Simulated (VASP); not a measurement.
# Al (I4/mmm) in VASP: further runs

Runs on Al. Level: LDA. Tasks: single point.

Program: VASP 6.6.1. These are calculated values, not measurements. Logs are shortened: lines on timing, memory, paths and dates and some standing lists are left out, and cuts for length are marked.

## (1) The cell of the first run

It takes space group I4/mmm (No. 139, tetragonal). The conventional cell has a = 3.182 Å, b = 3.182 Å, c = 3.342 Å, α = 90.00°, β = 90.00°, γ = 90.00°. Al (site symmetry 4/mmm) has 14 Al at 2.80 to 3.34 Å within 3.7 Å.

## (2) Single point, LDA (strain +0.000 along x and y, +0.050 along z)

INCAR

```
SYSTEM = Al
  PREC = Accurate
  ENCUT = 520
  EDIFF = 1E-6
  ISMEAR = 0
  SIGMA = 0.15
  LREAL = .False.
  LASPH = .True.
  NELM = 100
  ALGO = Fast
  ISIF = 2
  LWAVE = .False.
  LCHARG = .True.
  LELF = .True.
  LVHAR = .True.
  NBANDS = 8
```

KPOINTS

```
Automatic mesh
0
Gamma
  20 20 20
  0 0 0
```

POSCAR

```
Al
1.0
   -1.5912186900      1.5912186900      1.6707796245
    1.5912186900     -1.5912186900      1.6707796245
    1.5912186900      1.5912186900     -1.6707796245
Al
1
Direct
    0.0000000000      0.0000000000      0.0000000000
```

Potentials or basis: VASP PAW LDA potentials, release 64 (Al).

On the command line:

```console
cat potpaw_LDA.64/Al/POTCAR > POTCAR
mpirun -np 1 vasp_std > vasp.out
```

OUTCAR:

```text
SYSTEM = Al
   PREC = Accurate
   ENCUT = 520
   EDIFF = 1E-6
   ISMEAR = 0
   LREAL = .False.
   LASPH = .True.
   NELM = 100
   ISIF = 2

 ion  position               nearest neighbor table
   1  0.000  0.000  0.000-

  LATTYP: Found a body centered tetragonal cell.
 ALAT       =     3.1824373800
 C/A-ratio  =     1.0500000000

  Lattice vectors:

 A1 = (  -1.5912186900,   1.5912186900,   1.6707796245)
 A2 = (   1.5912186900,  -1.5912186900,   1.6707796245)
 A3 = (   1.5912186900,   1.5912186900,  -1.6707796245)

Analysis of symmetry for initial positions (statically):
=====================================================================
 Subroutine PRICEL returns:
 Original cell was already a primitive cell.

 Routine SETGRP: Setting up the symmetry group for a
 body centered tetragonal supercell.

 Subroutine GETGRP returns: Found 16 space group operations
 (whereof 16 operations were pure point group operations)
 out of a pool of 16 trial point group operations.

The static configuration has the point symmetry D_4h.

Analysis of symmetry for dynamics (positions and initial velocities):
=====================================================================
 Subroutine PRICEL returns:
 Original cell was already a primitive cell.

 Routine SETGRP: Setting up the symmetry group for a
 body centered tetragonal supercell.

 Subroutine GETGRP returns: Found 16 space group operations
 (whereof 16 operations were pure point group operations)
 out of a pool of 16 trial point group operations.

The dynamic configuration has the point symmetry D_4h.

 Subroutine INISYM returns: Found 16 space group operations
 (whereof 16 operations are pure point group operations),
 and found     1 'primitive' translations

----------------------------------------------------------------------------------------

                                     Primitive cell

  volume of cell :      16.9215

  direct lattice vectors                    reciprocal lattice vectors
    -1.591218690  1.591218690  1.670779624     0.000000000  0.314224565  0.299261490
     1.591218690 -1.591218690  1.670779624     0.314224565  0.000000000  0.299261490
     1.591218690  1.591218690 -1.670779624     0.314224565  0.314224565  0.000000000

  length of vectors
     2.802759068  2.802759068  2.802759068     0.433929161  0.433929161  0.444380641

  position of ions in fractional coordinates (direct lattice)
[... 67 lines left out ...]
 SYSTEM =  Al
   PREC   = accura    normal or accurate (medium, high low for compatibility)
   ISTART =      0    job   : 0-new  1-cont  2-samecut
   ICHARG =      2    charge: 1-file 2-atom 10-const
   ISPIN  =      1    spin polarized calculation?
   LNONCOLLINEAR =      F non collinear calculations
   LSORBIT =      F    spin-orbit coupling
   LASPH  =      T    aspherical Exc in radial PAW
   ENCUT  =  520.0 eV  38.22 Ry    6.18 a.u.   5.21  5.21  5.21*2*pi/ulx,y,z
   NELM   =    100;   NELMIN=  2; NELMDL= -5     # of ELM steps
   EDIFF  = 0.1E-05   stopping-criterion for ELM
   LREAL  =      F    real-space projection
[... 7 lines left out ...]
   TEBEG  =    0.0;   TEEND  =   0.0 temperature during run
   PSTRESS=    0.0 pullay stress
   NELECT =       3.0000    total number of electrons
   NUPDOWN=      -1.0000    fix difference up-down
   EMIN   =  10.00;   EMAX   =-10.00  energy-range for DOS
   EFERMI =   0.00;   METHOD = LEGACY
   ISMEAR =     0;   SIGMA  =   0.15  broadening in eV -4-tet -1-fermi 0-gaus
   EFERMI_NEDOS =   21; number of points for ismear=-14 and -15
   IALGO  =     68    algorithm
   IMIX   =      4    mixing-type and parameters
     AMIX     =   0.40;   BMIX     =  1.00
     AMIX_MAG =   1.60;   BMIX_MAG =  1.00
  volume/ion in A,a.u.               =      16.92       114.19
  Fermi-wavevector in a.u.,A,eV,Ry     =   0.919678  1.737939 11.507902  0.845807
  Thomas-Fermi vector in A             =   2.044898
   LORBIT       =      0    0 simple, 1 ext, 2 COOP (PROOUT), +10 PAW based schemes
   GGA     = CA    functional components
   LHFCALC =     F    Hartree Fock is set to
   AEXX    =    0.0000 exact exchange contribution
   IVDW    =     0    specifies the selected vdW correction
   LEPSILON=     F    determine dielectric tensor
   LRPA    =     F    only Hartree local field effects (RPA)
 non-spin polarized calculation
 RMM-DIIS sequential band-by-band and
 Gauss-broadening in eV      SIGMA  =   0.15
  energy-cutoff  :      520.00
  volume of cell :       16.92
 maximum number of plane-waves:       474
 NGX is ok and might be reduce to    24
   NGX = 11   NGY = 11   NGZ = 11

 number of electron       3.0000000 magnetization

 Free energy of the ion-electron system (eV)
  ---------------------------------------------------
  ext. energy  EPLUGINS =         0.00000000
  ---------------------------------------------------
  free energy    TOTEN  =        -4.09021086 eV

  energy without entropy =       -4.08486105  energy(sigma->0) =       -4.08753596

 E-fermi :   7.5083     XC(G=0): -10.2538

 val. band max:        7.5060268511   @ k =   0.3000   0.2500   0.1000
 cond. band min:       7.5117545379   @ k =   0.4500   0.2000   0.1000
 fundamental gap:      0.0057276868
 Fermi energy:         7.5083136548

 k-point     1 :       0.0000    0.0000    0.0000
  band No.  band energies     occupation
      1      -3.3908      2.00000
      2      20.2525      0.00000
      3      20.2525      0.00000
      4      21.3272      0.00000
      5      21.3283      0.00000
      6      21.6699      0.00000
      7      21.6699      0.00000
      8      22.9589      0.00000
[... 243 lines left out ...]
 k-point    24 :      -0.3500    0.0500    0.0000
  band No.  band energies     occupation
      1      -0.4068      2.00000
      2       8.8032      0.00000
      3      15.6529      0.00000
      4      16.4553      0.00000
      5      19.0635      0.00000
      6      20.0394      0.00000
      7      23.9588      0.00000
      8      27.0785      0.00000

 [... further k-points ...]
[... 5 lines left out ...]
  --------------------------------------------------------------------------------------
  -------------------------------------------------------------------------------------
  Total       -0.3820527     -0.3820527     -0.1491889      0.0000000      0.0000000      0.0000000
  in kB      -36.1738684    -36.1738684    -14.1256391      0.0000000      0.0000000      0.0000000
  external PRESSURE =     -28.8244586 kB  Pullay stress =       0.0000000 kB

 VOLUME and BASIS-vectors are now :
 -----------------------------------------------------------------------------
  energy-cutoff  :      520.00
  volume of cell :       16.92
      direct lattice vectors                 reciprocal lattice vectors
    -1.591218690  1.591218690  1.670779624     0.000000000  0.314224565  0.299261490
     1.591218690 -1.591218690  1.670779624     0.314224565  0.000000000  0.299261490
     1.591218690  1.591218690 -1.670779624     0.314224565  0.314224565  0.000000000

 POSITION                                       TOTAL-FORCE (eV/Angst)
 -----------------------------------------------------------------------------------
      0.00000      0.00000      0.00000        -0.000000      0.000000      0.000000
 -----------------------------------------------------------------------------------
    total drift:                                0.000000     -0.000000     -0.000000

  FREE ENERGIE OF THE ION-ELECTRON SYSTEM (eV)
  ---------------------------------------------------
  free  energy   TOTEN  =        -4.0902108587 eV

  energy  without entropy=       -4.0848610536  energy(sigma->0) =       -4.08753596
```

stdout:

```text
POSCAR found type information on POSCAR Al
 POSCAR found :  1 types and       1 ions
 scaLAPACK will be used
 LDA part: xc-table for (Slater(with rela. corr.)+CA(PZ))
 , standard interpolation
 POSCAR, INCAR and KPOINTS ok, starting setup
 FFT: planning ... GRIDC
 FFT: planning ... GRID_SOFT
 FFT: planning ... GRID
 WAVECAR not read
 entering main loop
```

Wall time 2 min (1 thread of AMD EPYC 7R13, shared host); peak memory 0.15 GiB.

What came out:

* Free energy: -4.0902 eV
* Pressure: -2.9 GPa
* Band gap on the k mesh: zero (an odd number of electrons rules out a gap without spin polarisation)

Levels at points of the mesh, in eV from the Fermi level:
```tsv
k point	band 1	band 2	band 3	band 4	band 5
(0.00, 0.00, 0.00)	-10.90	12.74	12.74	13.82	13.82
(0.50, 0.00, 0.00)	-4.23	-3.96	8.19	8.59	10.16
(0.50, 0.50, 0.00)	-4.00	-3.53	7.32	7.62	9.02
(0.50, 0.50, 0.50)	0.98	2.27	2.27	2.66	3.38
```

Caveat: the cell differs from its parent crystal (strain +0.000 along x and y, +0.050 along z).

(Continued in part 2 of 2.)

The gap in the log of VASP goes by the Fermi energy; the results here count the filled bands.